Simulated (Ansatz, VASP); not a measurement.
## One calculation of Lu, two programs

The input INCAR:

```
ALGO = Normal
EDIFF = 1E-8
ENCUT = 520
GGA = PS
ISIF = 2
ISMEAR = -1
LASPH = True
LCHARG = False
LEFG = True
LREAL = False
LWAVE = False
NBANDS = 32
NELM = 60
PREC = Accurate
SIGMA = 0.03
```

Contents of KPOINTS:

```
k-points
0
Gamma
  13 13 8
```

POSCAR

```
Lu
1.0
    3.5098988894      0.0000000000      0.0000000000
   -1.7549494447      3.0396616030      0.0000000000
    0.0000000000      0.0000000000      5.4552680000
Lu
2
Direct
    0.3333333333      0.6666666667      0.2500000000
    0.6666666667      0.3333333333      0.7500000000
```

Input for Ansatz:

```yaml
crystal:
  lattice:
    - [3.5098988894, 0.0, 0.0]
    - [-1.7549494447, 3.039661603, 0.0]
    - [0.0, 0.0, 5.455268]
  atoms:
    - { symbol: Lu, position: [0.3333333333, 0.6666666667, 0.25] }
    - { symbol: Lu, position: [0.6666666667, 0.3333333333, 0.75] }
kpoints:
  mp_grid: { grid: [13, 13, 8] }
scf:
  occupations: { method: fermi_dirac, width: 0.03 }
hamiltonian:
  xc: pbesol
  pseudopotentials: { kind: all_electron, datasets: crystal }
output:
  forces: true
  stress: true
  eigenvalues: true
  efg: { contact_densities: true }
```

Change from the starting cell: zz strain of -2 %, crystal datasets.

Alike in both runs: task electric field gradients; functional PBEsol; k mesh 13 × 13 × 8; occupations fermi-dirac, width 0.03 eV; no spin polarisation.

|  | VASP | Ansatz |
| --- | --- | --- |
| version | VASP 6.6.1 | Ansatz 0.2.0 |
| potentials or method | VASP PAW PBE potentials, release 64 (Lu), cutoff 520 eV | all-electron PAW with datasets made for the crystal, scalar-relativistic |

VASP gave:

- pressure (GPa): -2.5
- traceless stress, the component that is largest in VASP (GPa): -0.08
- size of Vzz on the site where it differs most (V/Å²): 81.8

**Question.** Which values does Ansatz return?

**Answer.** Pressure (GPa): -2.6; traceless stress, the component that is largest in VASP (GPa): -0.08; size of Vzz on the site where it differs most (V/Å²): 73.0.

VASP's potentials were made for PBE, not for PBEsol. Ansatz ran all-electron here, and VASP with PAW potentials.

Spin-orbit coupling is off throughout.
